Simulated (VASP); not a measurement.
# SrO in VASP: a series of runs

The runs below take SrO through single point, with PBE, r2SCAN, HSE06.

Program: VASP 6.6.1. These are calculated values, not measurements. Logs are shortened: lines on timing, memory, paths and dates and some standing lists are left out, and cuts for length are marked.

## 1. The cell of the first run

It takes space group P4/mmm (No. 123, tetragonal). Conventional cell: a = 3.103 Å, b = 3.103 Å, c = 3.028 Å, α = 90.00°, β = 90.00°, γ = 90.00°. Within 3.5 Å of Sr (site symmetry 4/mmm) lie 8 O at 2.67 Å and 6 Sr at 3.03 to 3.10 Å. Within 3.5 Å of O (site symmetry 4/mmm) lie 8 Sr at 2.67 Å and 6 O at 3.03 to 3.10 Å.

## 2. Single point, PBE (uniaxial x strain -2.4%)

The input, INCAR:

```
PREC     = Accurate       # precision mode
ENCUT    = 520            # plane-wave cutoff, eV
EDIFF    = 1E-6           # SCF threshold, eV
ISMEAR   = -1             # smearing method
SIGMA    = 0.02           # smearing width, eV
LREAL    = F              # projectors in reciprocal space
LASPH    = T              # aspherical terms in the spheres
NELM     = 80             # most SCF steps
ALGO     = Normal         # electronic algorithm
ISIF     = 2              # what is computed and relaxed
LWAVE    = F              # write WAVECAR
LCHARG   = T              # write CHGCAR
GGA      = PE             # functional
LELF     = T              # ELF
LVHAR    = T            
NBANDS   = 15             # bands
```

The input, KPOINTS:

```
regular mesh
0
Gamma
  8 8 8
```

The input, POSCAR:

```
SrO
1.0
    3.0280860190      0.0000000000      0.0000000000
    0.0000000000      3.1028650671      0.0000000000
    0.0000000000      0.0000000000      3.1028650671
Sr O
1 1
Direct
    0.0000000000      0.0000000000      0.0000000000
    0.5000000000      0.5000000000      0.5000000000
```

Potentials or basis: VASP PAW PBE potentials, release 64 (Sr_sv, O).

Started as:

```sh
$ cat potpaw_PBE.64/Sr_sv/POTCAR potpaw_PBE.64/O/POTCAR > POTCAR
$ mpirun -np 1 vasp_std > vasp.out
```

OUTCAR:

```text
PREC = Accurate
   ENCUT = 520
   EDIFF = 1E-6
   ISMEAR = -1
   LREAL = F
   LASPH = T
   NELM = 80
   ISIF = 2
   GGA = PE

 ion  position               nearest neighbor table
   1  0.000  0.000  0.000-   2 2.67   2 2.67   2 2.67   2 2.67   2 2.67   2 2.67   2 2.67   2 2.67

   2  0.500  0.500  0.500-   1 2.67   1 2.67   1 2.67   1 2.67   1 2.67   1 2.67   1 2.67   1 2.67

  LATTYP: Found a simple tetragonal cell.
 ALAT       =     3.1028650671
 C/A-ratio  =     0.9759000000

  Lattice vectors:

 A1 = (   0.0000000000,   3.1028650671,   0.0000000000)
 A2 = (   0.0000000000,   0.0000000000,   3.1028650671)
 A3 = (   3.0280860190,   0.0000000000,   0.0000000000)

Analysis of symmetry for initial positions (statically):
=====================================================================
 Subroutine PRICEL returns:
 Original cell was already a primitive cell.

 Routine SETGRP: Setting up the symmetry group for a
 simple tetragonal supercell.

 Subroutine GETGRP returns: Found 16 space group operations
 (whereof 16 operations were pure point group operations)
 out of a pool of 16 trial point group operations.

The static configuration has the point symmetry D_4h.

Analysis of symmetry for dynamics (positions and initial velocities):
=====================================================================
 Subroutine PRICEL returns:
 Original cell was already a primitive cell.

 Routine SETGRP: Setting up the symmetry group for a
 simple tetragonal supercell.

 Subroutine GETGRP returns: Found 16 space group operations
 (whereof 16 operations were pure point group operations)
 out of a pool of 16 trial point group operations.

The dynamic configuration has the point symmetry D_4h.

 Subroutine INISYM returns: Found 16 space group operations
 (whereof 16 operations are pure point group operations),
 and found     1 'primitive' translations

----------------------------------------------------------------------------------------

                                     Primitive cell

  volume of cell :      29.1537

  direct lattice vectors                    reciprocal lattice vectors
     3.028086019  0.000000000  0.000000000     0.330241609  0.000000000  0.000000000
     0.000000000  3.102865067  0.000000000     0.000000000  0.322282787  0.000000000
     0.000000000  0.000000000  3.102865067     0.000000000  0.000000000  0.322282787

  length of vectors
     3.028086019  3.102865067  3.102865067     0.330241609  0.322282787  0.322282787

  position of ions in fractional coordinates (direct lattice)
     0.000000000  0.000000000  0.000000000
     0.500000000  0.500000000  0.500000000

  ion indices of the primitive-cell ions
   primitive index   ion index
                 1           1
                 2           2

----------------------------------------------------------------------------------------

 KPOINTS: regular mesh

Automatic generation of k-mesh.
 Grid dimensions read from file:
 generate k-points for:    8    8    8

 Generating k-lattice:

  Cartesian coordinates                     Fractional coordinates (reciprocal lattice)
     0.041280201  0.000000000  0.000000000     0.125000000  0.000000000  0.000000000
     0.000000000  0.040285348  0.000000000     0.000000000  0.125000000  0.000000000
     0.000000000  0.000000000  0.040285348     0.000000000  0.000000000  0.125000000

  Length of vectors
     0.041280201  0.040285348  0.040285348

  Shift w.r.t. Gamma in fractional coordinates (k-lattice)
     0.000000000  0.000000000  0.000000000

 Subroutine IBZKPT returns following result:
 ===========================================

 Found     75 irreducible k-points:

 Following reciprocal coordinates:
            Coordinates               Weight
  0.000000  0.000000  0.000000      1.000000
  0.125000  0.000000  0.000000      2.000000
  0.250000  0.000000  0.000000      2.000000
  0.375000  0.000000  0.000000      2.000000
  0.500000  0.000000  0.000000      1.000000
  0.000000  0.125000  0.000000      4.000000
[... 16 lines left out ...]
  0.250000  0.500000  0.000000      4.000000
  0.375000  0.500000  0.000000      4.000000
 [... further k-points ...]
   k-points           NKPTS =     75   k-points in BZ     NKDIM =     75   number of bands    NBANDS=     15
   number of dos      NEDOS =    301   number of ions     NIONS =      2
   total plane-waves  NPLWV =  13824
   dimension x,y,z NGX =    24 NGY =   24 NGZ =   24
   dimension x,y,z NGXF=    48 NGYF=   48 NGZF=   48
   ions per type =               1   1
   NGX,Y,Z   is equivalent  to a cutoff of  13.18, 12.86, 12.86 a.u.
   NGXF,Y,Z  is equivalent  to a cutoff of  26.35, 25.72, 25.72 a.u.
 SYSTEM =  unknown system
   PREC   = accura    normal or accurate (medium, high low for compatibility)
   ISTART =      0    job   : 0-new  1-cont  2-samecut
   ICHARG =      2    charge: 1-file 2-atom 10-const
   ISPIN  =      1    spin polarized calculation?
   LNONCOLLINEAR =      F non collinear calculations
   LSORBIT =      F    spin-orbit coupling
   LASPH  =      T    aspherical Exc in radial PAW
   ENCUT  =  520.0 eV  38.22 Ry    6.18 a.u.   5.63  5.77  5.77*2*pi/ulx,y,z
   NELM   =     80;   NELMIN=  2; NELMDL= -5     # of ELM steps
   EDIFF  = 0.1E-05   stopping-criterion for ELM
   LREAL  =      F    real-space projection
   EDIFFG = 0.1E-04   stopping-criterion for IOM
   NSW    =      0    number of steps for IOM
   IBRION =     -1    ionic relax: 0-MD 1-quasi-New 2-CG
   NFREE  =      0    steps in history (QN), initial steepest desc. (CG)
   ISIF   =      2    stress and relaxation
   ISYM   =      2    0-nonsym 1-usesym 2-fastsym
   POTIM  = 0.5000    time-step for ionic-motion
   TEBEG  =    0.0;   TEEND  =   0.0 temperature during run
   PSTRESS=    0.0 pullay stress
   NELECT =      16.0000    total number of electrons
   NUPDOWN=      -1.0000    fix difference up-down
   EMIN   =  10.00;   EMAX   =-10.00  energy-range for DOS
   EFERMI =   0.00;   METHOD = LEGACY
   ISMEAR =    -1;   SIGMA  =   0.02  broadening in eV -4-tet -1-fermi 0-gaus
   EFERMI_NEDOS =   21; number of points for ismear=-14 and -15
   IALGO  =     38    algorithm
   IMIX   =      4    mixing-type and parameters
     AMIX     =   0.40;   BMIX     =  1.00
     AMIX_MAG =   1.60;   BMIX_MAG =  1.00
  volume/ion in A,a.u.               =      14.58        98.37
  Fermi-wavevector in a.u.,A,eV,Ry     =   1.340346  2.532886 24.443229  1.796527
  Thomas-Fermi vector in A             =   2.468666
   LORBIT       =      0    0 simple, 1 ext, 2 COOP (PROOUT), +10 PAW based schemes
   GGA     = PE    functional components
[... 5 lines left out ...]
 non-spin polarized calculation
  energy-cutoff  :      520.00
  volume of cell :       29.15
 maximum number of plane-waves:       800
 NGX is ok and might be reduce to    24
   NGX = 11   NGY = 11   NGZ = 11

 number of electron      16.0000005 magnetization

 Free energy of the ion-electron system (eV)
  ---------------------------------------------------
  ext. energy  EPLUGINS =         0.00000000
  ---------------------------------------------------
  free energy    TOTEN  =       -11.17676435 eV

  energy without entropy =      -11.17676435  energy(sigma->0) =      -11.17676435

 E-fermi :   3.8954     XC(G=0): -10.9498

 val. band max:        3.3878384726   @ k =   0.0000   0.5000   0.5000
 cond. band min:       6.0035350255   @ k =   0.0000   0.0000   0.0000
 fundamental gap:      2.6156965529
 Fermi energy:         3.8954494131

 k-point     1 :       0.0000    0.0000    0.0000
  band No.  band energies     occupation
      1     -30.5584      2.00000
      2     -12.4718      2.00000
      3     -11.7260      2.00000
      4     -11.7260      2.00000
      5     -11.6098      2.00000
      6       3.1690      2.00000
      7       3.1690      2.00000
      8       3.3392      2.00000
      9       6.0035      0.00000
     10       6.0093      0.00000
     11       8.2617      0.00000
     12      13.8489      0.00000
     13      14.1130      0.00000
     14      14.1130      0.00000
     15      23.0055      0.00000

 k-point     2 :       0.1250    0.0000    0.0000
  band No.  band energies     occupation
      1     -30.5181      2.00000
      2     -12.9434      2.00000
      3     -11.6897      2.00000
      4     -11.6897      2.00000
      5     -11.3478      2.00000
      6       2.6801      2.00000
      7       3.0822      2.00000
      8       3.0822      2.00000
      9       6.1588      0.00000
     10       6.8432      0.00000
     11       8.9475      0.00000
     12      13.7727      0.00000
     13      13.7727      0.00000
     14      13.9388      0.00000
     15      21.0936      0.00000

 k-point     3 :       0.2500    0.0000    0.0000
  band No.  band energies     occupation
      1     -30.4186      2.00000
      2     -13.7535      2.00000
      3     -11.6002      2.00000
      4     -11.6002      2.00000
      5     -10.9949      2.00000
      6       1.5172      2.00000
      7       2.8611      2.00000
      8       2.8611      2.00000
      9       6.5759      0.00000
     10       8.7656      0.00000
     11      10.5082      0.00000
     12      13.1479      0.00000
     13      13.1479      0.00000
     14      14.1674      0.00000
     15      18.4373      0.00000
[... 343 lines left out ...]
 k-point    23 :       0.2500    0.5000    0.0000
  band No.  band energies     occupation
      1     -30.2017      2.00000
      2     -14.0838      2.00000
      3     -12.4597      2.00000
      4     -11.4114      2.00000
      5     -11.0845      2.00000
      6       1.1727      2.00000
      7       2.2920      2.00000
      8       2.8218      2.00000
      9       8.0407      0.00000
     10       9.5112      0.00000
     11      11.9037      0.00000
     12      11.9275      0.00000
     13      12.2052      0.00000
     14      16.5697      0.00000
     15      18.8743      0.00000

 k-point    24 :       0.3750    0.5000    0.0000
  band No.  band energies     occupation
      1     -30.1082      2.00000
      2     -13.5237      2.00000
      3     -13.1089      2.00000
      4     -11.6844      2.00000
      5     -11.3396      2.00000
      6       1.8021      2.00000
      7       2.0861      2.00000
      8       3.0945      2.00000
      9       7.8189      0.00000
     10       8.2471      0.00000
     11      11.0793      0.00000
     12      11.2546      0.00000
     13      14.4608      0.00000
     14      17.6616      0.00000
     15      18.6897      0.00000

 [... further k-points ...]
[... 5 lines left out ...]
  --------------------------------------------------------------------------------------
  -------------------------------------------------------------------------------------
  Total        2.0696665      0.6828431      0.6828431     -0.0000000      0.0000000     -0.0000000
  in kB      113.7409802     37.5264511     37.5264511     -0.0000000      0.0000000     -0.0000000
  external PRESSURE =      62.9312942 kB  Pullay stress =       0.0000000 kB

 VOLUME and BASIS-vectors are now :
 -----------------------------------------------------------------------------
  energy-cutoff  :      520.00
  volume of cell :       29.15
      direct lattice vectors                 reciprocal lattice vectors
     3.028086019  0.000000000  0.000000000     0.330241609  0.000000000  0.000000000
     0.000000000  3.102865067  0.000000000     0.000000000  0.322282787  0.000000000
     0.000000000  0.000000000  3.102865067     0.000000000  0.000000000  0.322282787

 POSITION                                       TOTAL-FORCE (eV/Angst)
 -----------------------------------------------------------------------------------
      0.00000      0.00000      0.00000         0.000000      0.000000      0.000000
      1.51404      1.55143      1.55143         0.000000      0.000000      0.000000
 -----------------------------------------------------------------------------------
    total drift:                                0.000000      0.000000     -0.000000

  FREE ENERGIE OF THE ION-ELECTRON SYSTEM (eV)
  ---------------------------------------------------
  free  energy   TOTEN  =       -11.1767643532 eV

  energy  without entropy=      -11.1767643532  energy(sigma->0) =      -11.17676435
```

Run time: 13 s. Hardware: 1 thread of Intel Xeon 6975P-C (Granite Rapids), shared host; peak memory 0.15 GiB.

Results:

```
Free energy            : -11.1768 eV
Pressure               : 6.3 GPa
Band gap on the k mesh : 2.62 eV, indirect (least direct gap 2.66 eV)
```

Stress tensor (GPa, compression positive):
```
11.37  0.00  0.00
 0.00  3.75  0.00
 0.00  0.00  3.75
```

Levels at points of the mesh, in eV from the valence-band top:
```csv
k point,band 5,band 6,band 7,band 8,band 9,band 10,band 11,band 12
"(0.00, 0.00, 0.00)",-15.00,-0.22,-0.22,-0.05,2.62,2.62,4.87,10.46
"(0.50, 0.00, 0.00)",-14.01,-3.13,-0.86,-0.86,3.93,7.67,9.18,9.18
"(0.00, 0.50, 0.00)",-13.91,-3.14,-0.91,-0.63,3.74,7.36,9.50,9.56
"(0.50, 0.50, 0.00)",-14.70,-1.36,-1.31,-0.17,4.21,4.40,7.29,7.59
"(0.00, 0.50, 0.50)",-14.64,-1.32,-1.32,0.00,4.00,4.81,7.82,7.82
"(0.50, 0.50, 0.50)",-15.12,-3.19,-3.19,-3.15,8.26,8.26,8.61,13.31
```

Caveat: the cell differs from its parent crystal (uniaxial x strain -2.4%). A k mesh can miss the band edges.

(Part 1 of 2 ends here.)
